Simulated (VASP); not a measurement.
A run of VASP 6.6.1:

INCAR

```
ALGO = Normal
EDIFF = 1E-7
ENCUT = 520
GGA = PE
ISIF = 2
ISMEAR = -1
IVDW = 12
LASPH = T
LCHARG = T
LELF = T
LREAL = Auto
LVHAR = T
LWAVE = F
NBANDS = 53
NELM = 80
PREC = Accurate
SIGMA = 0.05
```

KPOINTS

```
k-points
0
Gamma
  2 2 2
```

POSCAR

```
Si16Ge
1.0
    0.0000000000      5.4300000000      5.4300000000
    5.4300000000      0.0000000000      5.4300000000
    5.4300000000      5.4300000000      0.0000000000
Si Ge
16 1
Direct
   -0.1411418048     -0.1558379374      0.2836095764
    0.1271270718      0.0297605893      0.1615285451
    0.0697697974     -0.0660313076      0.5071362799
   -0.1251381215      0.2476427256      0.7145119705
    0.0179281768      0.4137661142     -0.0100644567
    0.1368139963      0.6021731123      0.0971454880
    0.1610589319      0.4116114180      0.4280755064
    0.1932872928      0.5366574586      0.6338581952
    0.4932872928     -0.0224585635     -0.1027532228
    0.6173388582      0.0959760589      0.0646132597
    0.4210589319      0.0984254144      0.4353314917
    0.6957826888      0.1104235727      0.5116574586
    0.5418508287      0.4873572744     -0.0201933702
    0.6507734807      0.6209023941      0.0952670350
    0.5760773481      0.4648250460      0.4791528545
    0.6683609576      0.6372375691      0.5905709024
    0.2151657459      0.9357366483      0.7980386740
```

Potentials or basis: VASP PAW PBE potentials, release 64 (Si, Ge_d).

Run with:

```console
$ cat potpaw_PBE.64/Si/POTCAR potpaw_PBE.64/Ge_d/POTCAR > POTCAR
$ mpirun -np 1 vasp_std > vasp.out
```

Hardware: 1 thread of Intel(R) Xeon(R) Platinum 8259CL CPU @ 2.50GHz (Skylake/Cascade Lake), on a shared host.

Estimate the wall time of this run.

Wall time 8.4 min on 1 thread of Intel(R) Xeon(R) Platinum 8259CL CPU @ 2.50GHz (Skylake/Cascade Lake), on a shared host, peak memory 0.49 GiB. Counts: scf iterations 15, k points 8.
